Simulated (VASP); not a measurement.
# CoO (R-3m) in VASP: notebook

Runs on CoO. Level: PBEsol. Tasks: single point.

Everything below comes from runs of VASP 6.6.1. Logs are shortened: lines on timing, memory, paths and dates and some standing lists are left out, and cuts for length are marked.

### Step 1. The cell of the first run

It takes space group R-3m (No. 166, trigonal). Conventional cell: a = 3.011 Å, b = 3.011 Å, c = 7.320 Å, α = 90.00°, β = 90.00°, γ = 120.00°. Co (site symmetry -3m) has 6 O at 2.12 Å within 2.8 Å. Within 2.8 Å of O (site symmetry -3m) lie 6 Co at 2.12 Å.

### Step 2. Single point, PBEsol, collinear spin, ferromagnetic start

INCAR reads:

```
PREC     = Accurate       # precision mode
ENCUT    = 520            # plane-wave cutoff, eV
EDIFF    = 1E-6           # SCF threshold, eV
ISMEAR   = 0              # smearing method
SIGMA    = 0.1            # smearing width, eV
LREAL    = False          # projectors in reciprocal space
LASPH    = True           # aspherical terms in the spheres
NELM     = 150            # most SCF steps
ALGO     = Fast           # electronic algorithm
ISIF     = 2              # what is computed and relaxed
LWAVE    = False          # write WAVECAR
LCHARG   = False          # write CHGCAR
ISPIN    = 2              # spin polarisation
MAGMOM   = 2.78 0.39      # initial moments
LORBIT   = 11             # projections on sites
NUPDOWN  = 3.0            # fixed moment
LMAXMIX  = 4              # l up to which the mixer works
GGA      = PS             # functional
NBANDS   = 18             # bands
```

KPOINTS reads:

```
regular mesh
0
Gamma
  18 18 18
```

POSCAR reads:

```
CoO
1.0
    1.5054695445      0.8691832468      2.4399269062
   -1.5054695445      0.8691832468      2.4399269062
    0.0000000000     -1.7383664936      2.4399269062
Co O
1 1
Direct
    0.0000000000      0.0000000000      0.0000000000
    0.5000000000      0.5000000000      0.5000000000
```

Potentials or basis: VASP PAW PBE potentials, release 64 (Co, O).

Launch:

```
$ cat potpaw_PBE.64/Co/POTCAR potpaw_PBE.64/O/POTCAR > POTCAR
$ mpirun -np 1 vasp_std > vasp.out
```

OUTCAR:

```text
PREC = Accurate
   ENCUT = 520
   EDIFF = 1E-6
   ISMEAR = 0
   LREAL = False
   LASPH = True
   NELM = 150
   ISIF = 2
   ISPIN = 2
   LORBIT = 11
   NUPDOWN = 3.0
   GGA = PS

 ion  position               nearest neighbor table
   1  0.000  0.000  0.000-   2 2.12   2 2.12   2 2.12   2 2.12   2 2.12   2 2.12
   2  0.500  0.500  0.500-   1 2.12   1 2.12   1 2.12   1 2.12   1 2.12   1 2.12

  LATTYP: Found a trigonal (rhomboedric) cell.
 ALAT       =     2.9958573687
 COS(alpha) =     0.4949531368

  Lattice vectors:

 A1 = (   1.5054695445,   0.8691832468,   2.4399269062)
 A2 = (  -1.5054695445,   0.8691832468,   2.4399269062)
 A3 = (   0.0000000000,  -1.7383664936,   2.4399269062)

Analysis of symmetry for initial positions (statically):
=====================================================================
 Subroutine PRICEL returns:
 Original cell was already a primitive cell.

 Routine SETGRP: Setting up the symmetry group for a
 trigonal (rhombohedral) supercell.

 Subroutine GETGRP returns: Found 12 space group operations
 (whereof 12 operations were pure point group operations)
 out of a pool of 12 trial point group operations.

The static configuration has the point symmetry D_3d.

Analysis of symmetry for dynamics (positions and initial velocities):
=====================================================================
 Subroutine PRICEL returns:
 Original cell was already a primitive cell.

 Routine SETGRP: Setting up the symmetry group for a
 trigonal (rhombohedral) supercell.

 Subroutine GETGRP returns: Found 12 space group operations
 (whereof 12 operations were pure point group operations)
 out of a pool of 12 trial point group operations.

The dynamic configuration has the point symmetry D_3d.

Analysis of structural, dynamic, and magnetic symmetry:
=====================================================================
 Subroutine PRICEL returns:
 Original cell was already a primitive cell.

 Routine SETGRP: Setting up the symmetry group for a
 trigonal (rhombohedral) supercell.

 Subroutine GETGRP returns: Found 12 space group operations
 (whereof 12 operations were pure point group operations)
 out of a pool of 12 trial point group operations.

The overall configuration has the point symmetry D_3d.

 Subroutine INISYM returns: Found 12 space group operations
 (whereof 12 operations are pure point group operations),
 and found     1 'primitive' translations

----------------------------------------------------------------------------------------

                                     Primitive cell

  volume of cell :      19.1563

  direct lattice vectors                    reciprocal lattice vectors
     1.505469544  0.869183247  2.439926906     0.332122295  0.191750896  0.136616114
    -1.505469544  0.869183247  2.439926906    -0.332122295  0.191750896  0.136616114
     0.000000000 -1.738366494  2.439926906     0.000000000 -0.383501793  0.136616114

  length of vectors
     2.995857369  2.995857369  2.995857369     0.407108816  0.407108816  0.407108816

  position of ions in fractional coordinates (direct lattice)
     0.000000000  0.000000000  0.000000000
     0.500000000  0.500000000  0.500000000

  ion indices of the primitive-cell ions
   primitive index   ion index
                 1           1
                 2           2

----------------------------------------------------------------------------------------

 KPOINTS: regular mesh

Automatic generation of k-mesh.
 Grid dimensions read from file:
 generate k-points for:   18   18   18

 Generating k-lattice:

  Cartesian coordinates                     Fractional coordinates (reciprocal lattice)
     0.018451239  0.010652828  0.007589784     0.055555556  0.000000000  0.000000000
    -0.018451239  0.010652828  0.007589784     0.000000000  0.055555556  0.000000000
     0.000000000 -0.021305655  0.007589784     0.000000000  0.000000000  0.055555556

  Length of vectors
     0.022617156  0.022617156  0.022617156

  Shift w.r.t. Gamma in fractional coordinates (k-lattice)
     0.000000000  0.000000000  0.000000000

 Subroutine IBZKPT returns following result:
 ===========================================

 Found    580 irreducible k-points:

 Following reciprocal coordinates:
            Coordinates               Weight
  0.000000  0.000000  0.000000      1.000000
  0.055556  0.000000 -0.000000      6.000000
  0.111111  0.000000 -0.000000      6.000000
  0.166667  0.000000 -0.000000      6.000000
  0.222222  0.000000  0.000000      6.000000
  0.277778  0.000000  0.000000      6.000000
[... 16 lines left out ...]
 -0.277778  0.055556 -0.000000     12.000000
 -0.222222  0.055556 -0.000000     12.000000
 [... further k-points ...]
   k-points           NKPTS =    580   k-points in BZ     NKDIM =    580   number of bands    NBANDS=     18
   number of dos      NEDOS =    301   number of ions     NIONS =      2
   total plane-waves  NPLWV =  13824
   dimension x,y,z NGX =    24 NGY =   24 NGZ =   24
   dimension x,y,z NGXF=    48 NGYF=   48 NGZF=   48
   ions per type =               1   1
   NGX,Y,Z   is equivalent  to a cutoff of  13.32, 13.32, 13.32 a.u.
   NGXF,Y,Z  is equivalent  to a cutoff of  26.64, 26.64, 26.64 a.u.
 SYSTEM =  unknown system
   PREC   = accura    normal or accurate (medium, high low for compatibility)
   ISTART =      0    job   : 0-new  1-cont  2-samecut
   ICHARG =      2    charge: 1-file 2-atom 10-const
   ISPIN  =      2    spin polarized calculation?
   LNONCOLLINEAR =      F non collinear calculations
   LSORBIT =      F    spin-orbit coupling
   LASPH  =      T    aspherical Exc in radial PAW
   ENCUT  =  520.0 eV  38.22 Ry    6.18 a.u.   5.57  5.57  5.57*2*pi/ulx,y,z
   NELM   =    150;   NELMIN=  2; NELMDL= -5     # of ELM steps
   EDIFF  = 0.1E-05   stopping-criterion for ELM
   LREAL  =      F    real-space projection
   EDIFFG = 0.1E-04   stopping-criterion for IOM
   NSW    =      0    number of steps for IOM
   IBRION =     -1    ionic relax: 0-MD 1-quasi-New 2-CG
   NFREE  =      0    steps in history (QN), initial steepest desc. (CG)
   ISIF   =      2    stress and relaxation
   ISYM   =      2    0-nonsym 1-usesym 2-fastsym
   POTIM  = 0.5000    time-step for ionic-motion
   TEBEG  =    0.0;   TEEND  =   0.0 temperature during run
   PSTRESS=    0.0 pullay stress
   NELECT =      15.0000    total number of electrons
   NUPDOWN=       3.0000    fix difference up-down
   EMIN   =  10.00;   EMAX   =-10.00  energy-range for DOS
   EFERMI =   0.00;   METHOD = LEGACY
   ISMEAR =     0;   SIGMA  =   0.10  broadening in eV -4-tet -1-fermi 0-gaus
   EFERMI_NEDOS =   21; number of points for ismear=-14 and -15
   IALGO  =     68    algorithm
   IMIX   =      4    mixing-type and parameters
     AMIX     =   0.40;   BMIX     =  1.00
     AMIX_MAG =   1.60;   BMIX_MAG =  1.00
  volume/ion in A,a.u.               =       9.58        64.64
  Fermi-wavevector in a.u.,A,eV,Ry     =   1.508927  2.851458 30.978555  2.276860
  Thomas-Fermi vector in A             =   2.619316
   LORBIT       =     11    0 simple, 1 ext, 2 COOP (PROOUT), +10 PAW based schemes
   GGA     = PS    functional components
   LHFCALC =     F    Hartree Fock is set to
   AEXX    =    0.0000 exact exchange contribution
   IVDW    =     0    specifies the selected vdW correction
   LEPSILON=     F    determine dielectric tensor
   LRPA    =     F    only Hartree local field effects (RPA)
 spin polarized calculation
 RMM-DIIS sequential band-by-band and
 Gauss-broadening in eV      SIGMA  =   0.10
  energy-cutoff  :      520.00
  volume of cell :       19.16
 maximum number of plane-waves:       534
   NGX = 11   NGY = 11   NGZ = 11

 number of electron      15.0000005 magnetization       2.9999838

 Free energy of the ion-electron system (eV)
  ---------------------------------------------------
  ext. energy  EPLUGINS =         0.00000000
  ---------------------------------------------------
  free energy    TOTEN  =       -13.96316848 eV

  energy without entropy =      -13.94582297  energy(sigma->0) =      -13.95449573

 E-fermi :   7.9374     XC(G=0): -12.7105

 val. band max:        8.0217188865   @ k =   0.5000   0.5000   0.5000
 cond. band min:       7.9374430555   @ k =   0.3889   0.2222   0.0000
 fundamental gap:     -0.0842758311
 Fermi energy:         8.4382421167

 spin component 1

 k-point     1 :       0.0000    0.0000    0.0000
  band No.  band energies     occupation
      1     -12.3514      1.00000
      2       4.6060      1.00000
      3       4.6060      1.00000
      4       4.6811      1.00000
      5       4.6811      1.00000
      6       4.7217      1.00000
[... 10 lines left out ...]
     17      29.4490      0.00000
     18      32.7639      0.00000
[... 463 lines left out ...]
 k-point    24 :      -0.2222    0.0556   -0.0000
  band No.  band energies     occupation
      1     -11.7797      1.00000
      2       1.5987      1.00000
      3       2.5486      1.00000
      4       2.8118      1.00000
      5       5.0383      1.00000
      6       5.0730      1.00000
[... 10 lines left out ...]
     17      34.8067      0.00000
     18      36.7747      0.00000

 [... further k-points ...]

 spin component 2

 k-point     1 :       0.0000    0.0000    0.0000
  band No.  band energies     occupation
      1     -11.7776      1.00000
      2       5.3335      1.00000
      3       5.3335      1.00000
      4       5.3862      1.00000
      5       6.8103      1.00000
      6       6.8103      1.00000
[... 10 lines left out ...]
     17      30.4134      0.00000
     18      33.5957      0.00000
[... 463 lines left out ...]
 k-point    24 :      -0.2222    0.0556   -0.0000
  band No.  band energies     occupation
      1     -11.1866      1.00000
      2       2.3325      1.00000
      3       3.9802      1.00000
      4       4.0687      1.00000
      5       7.2260      1.00000
      6       7.3465      1.00000
[... 10 lines left out ...]
     17      35.3060      0.00000
     18      37.5419      0.00000

 [... further k-points ...]

------------------------ aborting loop because EDIFF is reached ----------------------------------------

  FORCE on cell =-STRESS in cart. coord.  units (eV):
  Direction    XX          YY          ZZ          XY          YZ          ZX
  --------------------------------------------------------------------------------------
  -------------------------------------------------------------------------------------
  Total       -1.0532190     -1.0532190     -1.0937902      0.0000000      0.0000000     -0.0000000
  in kB      -88.0882281    -88.0882281    -91.4814892      0.0000000      0.0000000     -0.0000000
  external PRESSURE =     -89.2193151 kB  Pullay stress =       0.0000000 kB

 VOLUME and BASIS-vectors are now :
 -----------------------------------------------------------------------------
  energy-cutoff  :      520.00
  volume of cell :       19.16
      direct lattice vectors                 reciprocal lattice vectors
     1.505469544  0.869183247  2.439926906     0.332122295  0.191750896  0.136616114
    -1.505469544  0.869183247  2.439926906    -0.332122295  0.191750896  0.136616114
     0.000000000 -1.738366494  2.439926906     0.000000000 -0.383501793  0.136616114

 POSITION                                       TOTAL-FORCE (eV/Angst)
 -----------------------------------------------------------------------------------
      0.00000      0.00000      0.00000         0.000000      0.000000     -0.000000
      0.00000      0.00000      3.65989         0.000000     -0.000000      0.000000
 -----------------------------------------------------------------------------------
    total drift:                               -0.000000      0.000000     -0.000000

  FREE ENERGIE OF THE ION-ELECTRON SYSTEM (eV)
  ---------------------------------------------------
  free  energy   TOTEN  =       -13.9631684821 eV

  energy  without entropy=      -13.9458229704  energy(sigma->0) =      -13.95449573

 total charge

# of ion       s       p       d       tot
------------------------------------------
    1        0.300   0.368   7.143   7.811
    2        1.550   3.407   0.000   4.957
--------------------------------------------------
tot          1.850   3.775   7.143  12.769

 magnetization (x)

# of ion       s       p       d       tot
------------------------------------------
    1        0.020   0.017   2.570   2.607
    2        0.030   0.308   0.000   0.338
--------------------------------------------------
tot          0.050   0.326   2.570   2.945
```

Run time: 10 min. Hardware: 1 thread of Oxide Virtual Turin-like, shared host; peak memory 0.37 GiB.

What came out:

```
Free energy                                           : -13.9632 eV
Pressure                                              : -8.9 GPa
Net moment                                            : 3.00 μB per cell
Site moments                                          : Co +2.61; O +0.34 μB
Valence electrons inside the program's atomic spheres : Co 7.81; O 4.96
```

Stress tensor (GPa, compression positive):
```
-8.81  0.00  0.00
 0.00 -8.81  0.00
 0.00  0.00 -9.15
```

Caveat: the cell stands under tension; the PAW data sets were made with another functional, which shifts forces and pressure a little; the total moment is fixed, so each spin has its own Fermi level and the state may be an excited one; a cell with one magnetic atom can't hold antiferromagnetic order, which such compounds often take.

[end of part 1 of 2]
